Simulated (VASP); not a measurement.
A run of VASP 6.6.1 is set up as follows.

INCAR

```
SYSTEM = Sb
PREC = Accurate
ENCUT = 500
EDIFF = 1E-7
ISMEAR = 0
SIGMA = 0.1
LREAL = .False.
LASPH = .True.
NELM = 120
ALGO = Normal
ISIF = 3
LWAVE = .False.
LCHARG = .False.
GGA = PE
IVDW = 12
IBRION = 2
NSW = 100
EDIFFG = -0.002
GGA_COMPAT = .False.
NELMIN = 4
```

The input KPOINTS:

```
regular mesh
0
Gamma
  14 14 14
  0 0 0
```

File POSCAR:

```
Sb
1.0
    3.0833436100      0.0000000000      0.0000000000
    0.0000000000      3.0833436100      0.0000000000
    0.0000000000      0.0000000000      3.0833436100
Sb
1
Direct
    0.0000000000      0.0000000000      0.0000000000
```

Potentials or basis: VASP PAW PBE potentials, release 64 (Sb).

Command:

```console
$ cat potpaw_PBE.64/Sb/POTCAR > POTCAR
$ mpirun -np 1 vasp_std > vasp.out
```

Problem. Estimate the band gap on the k mesh.

Solution. Zero (an odd number of electrons rules out a gap without spin polarisation).

Problem. Predict the dispersion energy per atom.

Solution. -0.498 eV.

Problem. What does it give for the relaxed volume?

Solution. 28.68 Å³/atom.

Problem. What does it give for the space group after relaxing (to 0.1 Å)?

Solution. Pm-3m (No. 221).

Step by step:
| step | energy change (eV) | largest force (eV/Å) | pressure (GPa) | volume (Å³) |
| --- | --- | --- | --- | --- |
| 1 | 0.0000 | 0.0000 | -1.26 | 29.31 |
| 2 | -0.0017 | 0.0000 | 0.75 | 28.35 |
| 3 | -0.0025 | 0.0000 | 0.01 | 28.68 |

Caveat: spin-orbit coupling is left out, which moves the levels of the heavy elements; an odd number of electrons without spin polarisation forces a metal; a magnetic or distorted state may lie lower.
